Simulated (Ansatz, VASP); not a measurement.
Two plane-wave programs on CdS

POSCAR

```
CdS
1.0
    0.0000000000      2.9165000000      2.9165000000
    2.9165000000      0.0000000000      2.9165000000
    2.9165000000      2.9165000000      0.0000000000
Cd S
1 1
Direct
    0.0000000000      0.0000000000      0.0000000000
    0.7500000000      0.7500000000      0.7500000000
```

Contents of INCAR.step1:

```
PREC     = Accurate       # precision mode
ENCUT    = 520            # plane-wave cutoff, eV
EDIFF    = 1E-5           # SCF threshold, eV
ISMEAR   = -1             # smearing method
SIGMA    = 0.05           # smearing width, eV
LREAL    = False          # projectors in reciprocal space
LASPH    = True           # aspherical terms in the spheres
NELM     = 60             # most SCF steps
ALGO     = Normal         # electronic algorithm
ISIF     = 2              # what is computed and relaxed
LWAVE    = True           # write WAVECAR
LCHARG   = False          # write CHGCAR
GGA      = PE             # functional
NBANDS   = 16             # bands
```

INCAR.step2

```
PREC     = Accurate       # precision mode
ENCUT    = 520            # plane-wave cutoff, eV
EDIFF    = 1E-6           # SCF threshold, eV
ISMEAR   = -1             # smearing method
SIGMA    = 0.05           # smearing width, eV
LREAL    = False          # projectors in reciprocal space
LASPH    = True           # aspherical terms in the spheres
NELM     = 60             # most SCF steps
ALGO     = Normal         # electronic algorithm
ISIF     = 2              # what is computed and relaxed
LWAVE    = False          # write WAVECAR
LCHARG   = False          # write CHGCAR
GGA      = PE             # functional
LHFCALC  = True           # exact exchange
AEXX     = 0.1            # exact-exchange fraction
HFSCREEN = 0.2            # screening, 1/A
PRECFOCK = Normal       
ISTART   = 1            
NBANDS   = 16             # bands
```

Contents of KPOINTS:

```
regular mesh
0
Gamma
  4 4 4
```

File input.yaml:

```yaml
crystal:
  lattice:
    - [0.0, 2.9165, 2.9165]
    - [2.9165, 0.0, 2.9165]
    - [2.9165, 2.9165, 0.0]
  atoms:
    - { symbol: Cd, position: [0.0, 0.0, 0.0] }
    - { symbol: S, position: [0.75, 0.75, 0.75] }
hamiltonian:
  xc: { exchange: pbe, correlation: pbe, exx: { coeff: 0.1, omega: 0.2 } }
  pseudopotentials: { kind: paw }
kpoints:
  mp_grid: { grid: [4, 4, 4] }
scf:
  occupations: { method: fermi_dirac, width: 0.05 }
output:
  forces: true
  stress: true
  eigenvalues: true
```

Alike in both runs: task single point; functional PBE-based screened hybrid; k mesh 4 × 4 × 4; occupations fermi-dirac, width 0.05 eV; no spin polarisation.

|  | VASP | Ansatz |
| --- | --- | --- |
| version | VASP 6.6.1 | Ansatz 0.2.0 |
| potentials or method | VASP PAW PBE potentials, release 64 (Cd, S) | Ansatz PAW |
| plane-wave cutoff (eV) | 520 | 420 |
| valence electrons in the cell | 18 | 26 |

VASP gave:

```
gap on the k mesh at the Fermi level (eV) : 1.55
least direct gap on the mesh (eV)         : 1.55
pressure (GPa)                            : 2.8
```

**Question.** Which values does Ansatz return?

**Answer.** gap on the k mesh at the Fermi level (eV): 1.55; least direct gap on the mesh (eV): 1.55; pressure (GPa): 2.5.

VASP's potentials were made for PBE, not for PBE-based screened hybrid. VASP's potentials hold 18 valence electrons a cell and Ansatz's 26, so a difference there can come from the potentials and not from the codes.

The k mesh is coarse, so the values compare programs but aren't converged.
